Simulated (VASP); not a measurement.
## BN: single point with PBE

The system is BN.

```
B N
1.0
     2.51251    0.00000    0.00000
    -1.25625    2.17590    0.00000
     0.00000    0.00000    8.55251
B N
2 2
Direct
  0.33333 0.66667 0.25000
  0.66667 0.33333 0.75000
  0.33333 0.66667 0.75000
  0.66667 0.33333 0.25000
```

- Program: VASP 6.6.1
- Task: single point
- Functional: PBE
- Potentials or basis: VASP PAW PBE potentials, release 64 (B, N)
- Cutoff: 520 eV
- k mesh: 16 × 16 × 4
- Occupations: gaussian, width 0.05 eV
- Spin: no spin polarisation

| Quantity | Value |
| --- | --- |
| Pressure | 0.0 GPa |
| Band gap on the k mesh | 4.39 eV (least direct gap 4.75 eV) |

Stress tensor (GPa, compression positive):
```
 0.01  0.00  0.00
 0.00  0.01  0.00
 0.00  0.00 -0.12
```

Levels at points of the mesh, in eV from the valence-band top:
```csv
k point,band 4,band 5,band 6,band 7,band 8,band 9,band 10,band 11,band 12,band 13
"(0.00, 0.00, 0.00)",-4.89,-1.31,-1.31,-1.31,-1.31,4.39,7.57,9.82,11.54,11.54
"(0.50, 0.00, 0.00)",-8.81,-4.08,-4.08,-0.96,-0.76,4.64,5.01,9.47,9.89,12.09
"(0.00, 0.00, 0.50)",-5.17,-1.31,-1.31,-1.31,-1.31,5.59,5.59,11.48,11.48,11.55
"(0.50, 0.00, 0.50)",-8.81,-4.08,-4.08,-0.86,-0.86,4.80,4.80,9.72,9.72,12.64
```

Wall time 99 s on 1 thread of Intel Xeon 8259CL, with other jobs on the host, peak memory 0.2 GiB.

Caveat: this functional lacks dispersion, which binds the layers, so the pressure and a relaxed spacing across them are unreliable. A k mesh can miss the band edges.
